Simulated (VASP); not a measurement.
# KF (Carobbiite) (Fm-3m) in VASP: a series of runs, part 2 of 3

VASP 6.6.1. Earlier steps stand in the parts before.

**3. Single point, r2SCAN (volume changed by -3%)**

Input file POSCAR:

```
KF
1.0
    0.0000000000      2.6320966904      2.6320966904
    2.6320966904      0.0000000000      2.6320966904
    2.6320966904      2.6320966904      0.0000000000
K F
1 1
Direct
    0.0000000000      0.0000000000      0.0000000000
    0.5000000000      0.5000000000      0.5000000000
```

Input file INCAR.step1:

```
SYSTEM = KF
PREC     = Accurate       ! precision mode
ENCUT    = 520            ! plane-wave cutoff, eV
ISMEAR   = 0              ! smearing method
SIGMA    = 0.01           ! smearing width, eV
LREAL    = .FALSE.        ! projectors in reciprocal space
LASPH    = .TRUE.         ! aspherical terms in the spheres
NELM     = 100            ! most SCF steps
NBANDS   = 15             ! bands
GGA      = PE             ! functional
ALGO     = Normal         ! electronic algorithm
EDIFF    = 1E-4           ! SCF threshold, eV
LWAVE    = .TRUE.         ! write WAVECAR
LCHARG   = .FALSE.        ! write CHGCAR
```

Input file INCAR.step2:

```
SYSTEM = KF
PREC     = Accurate       ! precision mode
ENCUT    = 520            ! plane-wave cutoff, eV
EDIFF    = 1E-7           ! SCF threshold, eV
ISMEAR   = 0              ! smearing method
SIGMA    = 0.01           ! smearing width, eV
LREAL    = .FALSE.        ! projectors in reciprocal space
LASPH    = .TRUE.         ! aspherical terms in the spheres
NELM     = 100            ! most SCF steps
ALGO     = Normal         ! electronic algorithm
ISIF     = 2              ! what is computed and relaxed
LWAVE    = .FALSE.        ! write WAVECAR
LCHARG   = .TRUE.         ! write CHGCAR
METAGGA  = R2SCAN         ! meta-GGA
LMIXTAU  = .TRUE.       
LELF     = .TRUE.         ! ELF
LVHAR    = .TRUE.       
NBANDS   = 15             ! bands
ISTART   = 1
```

Input file KPOINTS:

```
Automatic mesh
0
G
  8 8 8
  0 0 0
```

Potentials or basis: VASP PAW PBE potentials, release 64 (K_sv, F).

Started as:

```
cat potpaw_PBE.64/K_sv/POTCAR potpaw_PBE.64/F/POTCAR > POTCAR
cp INCAR.step1 INCAR
mpirun -np 1 vasp_std > vasp.out
cp INCAR.step2 INCAR
mpirun -np 1 vasp_std > vasp.out
```

OUTCAR:

```text
SYSTEM = KF
   PREC = Accurate
   ENCUT = 520
   EDIFF = 1E-7
   ISMEAR = 0
   LREAL = .FALSE.
   LASPH = .TRUE.
   NELM = 100
   ISIF = 2
   METAGGA = R2SCAN
   ISTART = 1

 ion  position               nearest neighbor table
   1  0.000  0.000  0.000-   2 2.63   2 2.63   2 2.63   2 2.63   2 2.63   2 2.63
   2  0.500  0.500  0.500-   1 2.63   1 2.63   1 2.63   1 2.63   1 2.63   1 2.63

  LATTYP: Found a face centered cubic cell.
 ALAT       =     5.2641933808

  Lattice vectors:

 A1 = (   0.0000000000,   2.6320966904,   2.6320966904)
 A2 = (   2.6320966904,   0.0000000000,   2.6320966904)
 A3 = (   2.6320966904,   2.6320966904,   0.0000000000)

Analysis of symmetry for initial positions (statically):
=====================================================================
 Subroutine PRICEL returns:
 Original cell was already a primitive cell.

 Routine SETGRP: Setting up the symmetry group for a
 face centered cubic supercell.

 Subroutine GETGRP returns: Found 48 space group operations
 (whereof 48 operations were pure point group operations)
 out of a pool of 48 trial point group operations.

The static configuration has the point symmetry O_h .

Analysis of symmetry for dynamics (positions and initial velocities):
=====================================================================
 Subroutine PRICEL returns:
 Original cell was already a primitive cell.

 Routine SETGRP: Setting up the symmetry group for a
 face centered cubic supercell.

 Subroutine GETGRP returns: Found 48 space group operations
 (whereof 48 operations were pure point group operations)
 out of a pool of 48 trial point group operations.

The dynamic configuration has the point symmetry O_h .

 Subroutine INISYM returns: Found 48 space group operations
 (whereof 48 operations are pure point group operations),
 and found     1 'primitive' translations

----------------------------------------------------------------------------------------

[... 121 lines left out ...]
   LEPSILON=     F    determine dielectric tensor
   LRPA    =     F    only Hartree local field effects (RPA)
 non-spin polarized calculation
 Gauss-broadening in eV      SIGMA  =   0.01
  energy-cutoff  :      520.00
  volume of cell :       36.47
 maximum number of plane-waves:       995
   NGX = 13   NGY = 13   NGZ = 13

 number of electron      16.0000016 magnetization

 Free energy of the ion-electron system (eV)
  ---------------------------------------------------
  ext. energy  EPLUGINS =         0.00000000
  ---------------------------------------------------
  free energy    TOTEN  =       -14.96754529 eV

  energy without entropy =      -14.96754529  energy(sigma->0) =      -14.96754529

 E-fermi :  -3.1748     XC(G=0):  -9.1268

 val. band max:       -3.2292200021   @ k =   0.0000   0.0000   0.0000
 cond. band min:       3.8474525858   @ k =   0.0000   0.0000   0.0000
 fundamental gap:      7.0766725879
 Fermi energy:        -3.1748299289

 k-point     1 :       0.0000    0.0000    0.0000
  band No.  band energies     occupation
      1     -30.2294      2.00000
      2     -23.0413      2.00000
      3     -12.6793      2.00000
      4     -12.6793      2.00000
      5     -12.6793      2.00000
      6      -3.2292      2.00000
      7      -3.2292      2.00000
      8      -3.2292      2.00000
      9       3.8475      0.00000
     10       8.3449      0.00000
     11       8.3449      0.00000
     12       8.3449      0.00000
     13      10.2703      0.00000
     14      10.2703      0.00000
[... 401 lines left out ...]
      2     -23.1291      2.00000
      3     -13.0374      2.00000
      4     -12.9236      2.00000
      5     -12.7571      2.00000
      6      -3.8098      2.00000
      7      -3.5188      2.00000
      8      -3.4867      2.00000
      9       6.9570      0.00000
     10       7.7027      0.00000
     11       9.6256      0.00000
     12      10.6061      0.00000
     13      12.0159      0.00000
     14      13.1056      0.00000
     15      13.6362      0.00000

 [... further k-points ...]

------------------------ aborting loop because EDIFF is reached ----------------------------------------

  FORCE on cell =-STRESS in cart. coord.  units (eV):
  Direction    XX          YY          ZZ          XY          YZ          ZX
  --------------------------------------------------------------------------------------
  -------------------------------------------------------------------------------------
  Total        0.2619283      0.2619283      0.2619283     -0.0000000      0.0000000     -0.0000000
  in kB       11.5068756     11.5068756     11.5068756     -0.0000000      0.0000000     -0.0000000
  external PRESSURE =      11.5068756 kB  Pullay stress =       0.0000000 kB

 VOLUME and BASIS-vectors are now :
 -----------------------------------------------------------------------------
  energy-cutoff  :      520.00
  volume of cell :       36.47
      direct lattice vectors                 reciprocal lattice vectors
     0.000000000  2.632096690  2.632096690    -0.189962626  0.189962626  0.189962626
     2.632096690  0.000000000  2.632096690     0.189962626 -0.189962626  0.189962626
     2.632096690  2.632096690  0.000000000     0.189962626  0.189962626 -0.189962626

 POSITION                                       TOTAL-FORCE (eV/Angst)
 -----------------------------------------------------------------------------------
      0.00000      0.00000      0.00000         0.000000      0.000000     -0.000000
      2.63210      2.63210      2.63210         0.000000     -0.000000      0.000000
 -----------------------------------------------------------------------------------
    total drift:                                0.000000      0.000000      0.000000

  FREE ENERGIE OF THE ION-ELECTRON SYSTEM (eV)
  ---------------------------------------------------
  free  energy   TOTEN  =       -14.9675452881 eV

  energy  without entropy=      -14.9675452881  energy(sigma->0) =      -14.96754529
```

OUTCAR.step1:

```text
SYSTEM = KF
   PREC = Accurate
   ENCUT = 520
   ISMEAR = 0
   LREAL = .FALSE.
   LASPH = .TRUE.
[... 653 lines left out ...]
      0.00000      0.00000      0.00000         0.000000      0.000000      0.000000
      2.63210      2.63210      2.63210        -0.000000     -0.000000     -0.000000
 -----------------------------------------------------------------------------------
    total drift:                                0.000000      0.000000      0.000000

  FREE ENERGIE OF THE ION-ELECTRON SYSTEM (eV)
  ---------------------------------------------------
  free  energy   TOTEN  =        -8.2640664631 eV

  energy  without entropy=       -8.2640664631  energy(sigma->0) =       -8.26406646
```

OSZICAR.step1:

```text
N       E                     dE             d eps       ncg     rms          rms(c)
DAV:   1     0.109351165019E+03    0.10935E+03   -0.82735E+03   870   0.103E+03
DAV:   2    -0.492013254224E+01   -0.11427E+03   -0.10468E+03  1129   0.279E+02
DAV:   3    -0.941264533048E+01   -0.44925E+01   -0.44769E+01  1059   0.502E+01
DAV:   4    -0.951512401066E+01   -0.10248E+00   -0.10244E+00  1191   0.748E+00
DAV:   5    -0.951655420585E+01   -0.14302E-02   -0.14302E-02  1143   0.789E-01    0.641E+00
DAV:   6    -0.829147951961E+01    0.12251E+01   -0.34254E+00   912   0.152E+01    0.430E+00
DAV:   7    -0.826513619792E+01    0.26343E-01   -0.67228E-02  1073   0.226E+00    0.242E+00
DAV:   8    -0.826193390853E+01    0.32023E-02   -0.48750E-02   940   0.220E+00    0.192E-01
DAV:   9    -0.826341899973E+01   -0.14851E-02   -0.39390E-03  1143   0.520E-01    0.125E-01
DAV:  10    -0.826395234407E+01   -0.53334E-03   -0.47061E-04   912   0.192E-01    0.579E-02
DAV:  11    -0.826406909745E+01   -0.11675E-03   -0.12334E-04   880   0.953E-02    0.201E-02
DAV:  12    -0.826406646314E+01    0.26343E-05   -0.12729E-05   624   0.391E-02
   1 F= -.82640665E+01 E0= -.82640665E+01  d E =-.102238E-12
```

Run time: 49 s. Hardware: 1 thread of AMD EPYC 9R45 (Zen 5), shared host; peak memory 0.14 GiB.

Results:

| Property | Result |
| --- | --- |
| Free energy | -14.9675 eV |
| Pressure | 1.2 GPa |
| Band gap on the k mesh | 7.08 eV, direct |

Levels at points of the mesh, in eV from the valence-band top:
| k point | band 5 | band 6 | band 7 | band 8 | band 9 | band 10 | band 11 | band 12 |
| --- | --- | --- | --- | --- | --- | --- | --- | --- |
| (0.00, 0.00, 0.00) | -9.45 | 0.00 | 0.00 | 0.00 | 7.08 | 11.57 | 11.57 | 11.57 |
| (0.50, 0.00, 0.00) | -9.49 | -0.81 | -0.37 | -0.37 | 9.87 | 11.59 | 13.14 | 13.14 |
| (0.50, 0.50, 0.00) | -9.69 | -0.18 | -0.04 | -0.04 | 8.80 | 11.48 | 12.80 | 14.87 |

Caveat: the cell differs from its parent crystal (volume changed by -3%); the PAW data sets were made with another functional, which shifts forces and pressure a little.

**4. Single point, r2SCAN**

This run uses another cell than the first one, of 18.80 Å³/atom, 1.064 times its volume.

Input file POSCAR:

```
KF
1.0
    0.0000000000      2.6589566750      2.6589566750
    2.6589566750      0.0000000000      2.6589566750
    2.6589566750      2.6589566750      0.0000000000
K F
1 1
Direct
    0.0000000000      0.0000000000      0.0000000000
    0.5000000000      0.5000000000      0.5000000000
```

Input file INCAR.step1:

```
SYSTEM = KF
ALGO = Normal
EDIFF = 1E-4
ENCUT = 520
GGA = PE
ISMEAR = 0
LASPH = .TRUE.
LCHARG = .FALSE.
LREAL = .FALSE.
LWAVE = .TRUE.
NBANDS = 15
NELM = 100
PREC = Accurate
SIGMA = 0.01
```

Input file INCAR.step2:

```
SYSTEM = KF
ALGO = Normal
EDIFF = 1E-7
ENCUT = 520
ISIF = 2
ISMEAR = 0
ISTART = 1
LASPH = .TRUE.
LCHARG = .FALSE.
LMIXTAU = .TRUE.
LREAL = .FALSE.
LWAVE = .FALSE.
METAGGA = R2SCAN
NBANDS = 15
NELM = 100
PREC = Accurate
SIGMA = 0.01
```

Input file KPOINTS:

```
k-points
0
G
  8 8 8
  0 0 0
```

Started as:

```
cat potpaw_PBE.64/K_sv/POTCAR potpaw_PBE.64/F/POTCAR > POTCAR
cp INCAR.step1 INCAR
mpirun -np 1 vasp_std > vasp.out
cp INCAR.step2 INCAR
mpirun -np 1 vasp_std > vasp.out
```

Run time: 50 s. Hardware: 1 thread of AMD EPYC 9R45 (Zen 5), shared host; peak memory 0.14 GiB.

It converged, with:

| Item | Value |
| --- | --- |
| Free energy | -14.9729 eV |
| Pressure | 0.0 GPa |
| Band gap on the k mesh | 6.91 eV, direct |

Levels at points of the mesh, in eV from the valence-band top:
```tsv
k point	band 5	band 6	band 7	band 8	band 9	band 10	band 11	band 12
(0.00, 0.00, 0.00)	-9.56	0.00	0.00	0.00	6.91	11.49	11.49	11.49
(0.50, 0.00, 0.00)	-9.59	-0.78	-0.35	-0.35	9.74	11.36	12.99	12.99
(0.50, 0.50, 0.00)	-9.77	-0.20	-0.05	-0.05	8.78	11.31	12.54	14.71
```

Caveat: the PAW data sets were made with another functional, which shifts forces and pressure a little. A k mesh can miss the band edges.

[end of part 2 of 3]
